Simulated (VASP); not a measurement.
The system is Os.

```
Os
1.0
     2.73410    0.00000    0.00000
    -1.36705    2.36780    0.00000
     0.00000    0.00000    4.31970
Os
2
Direct
  0.66667 0.33333 0.75000
  0.33333 0.66667 0.25000
```

| Item | Value |
| --- | --- |
| Program | VASP 6.6.1 |
| Task | relaxation of cell and atoms |
| Functional | PBE |
| Potentials or basis | VASP PAW PBE potentials, release 64 (Os) |
| Cutoff | 600 eV |
| k mesh | 11 × 11 × 6 |
| Occupations | fermi-dirac, width 0.05 eV |
| Spin | no spin polarisation |

At the start: pressure 9.0 GPa; volume 13.98 Å³/atom.

Problem. Where does the relaxation end?

Solution. Over 9 steps the energy falls by 8.1 meV/atom and the volume is 14.28 Å³/atom (+2.1 %); space group P6_3/mmc (No. 194, to 0.1 Å) before and after.

Step by step:
```csv
step,energy change (eV),largest force (eV/Å),pressure (GPa),volume (Å³)
1,0.0000,0.0000,9.02,27.96
2,0.2568,0.0000,-29.37,31.27
3,-0.0162,0.0000,-0.38,28.58
4,-0.0163,0.0000,-0.02,28.56
5,-0.0163,0.0000,0.17,28.55
6,-0.0163,0.0000,0.16,28.55
7,-0.0163,0.0000,0.17,28.55
8,-0.0162,0.0000,-0.50,28.60
9,-0.0163,0.0000,0.02,28.56
```

Final structure:
```
Os
1.0
     2.75388    0.00000    0.00000
    -1.37694    2.38493    0.00000
     0.00000    0.00000    4.34834
Os
2
Cartesian
  1.3769 0.7950 3.2613
  0.0000 1.5900 1.0871
```
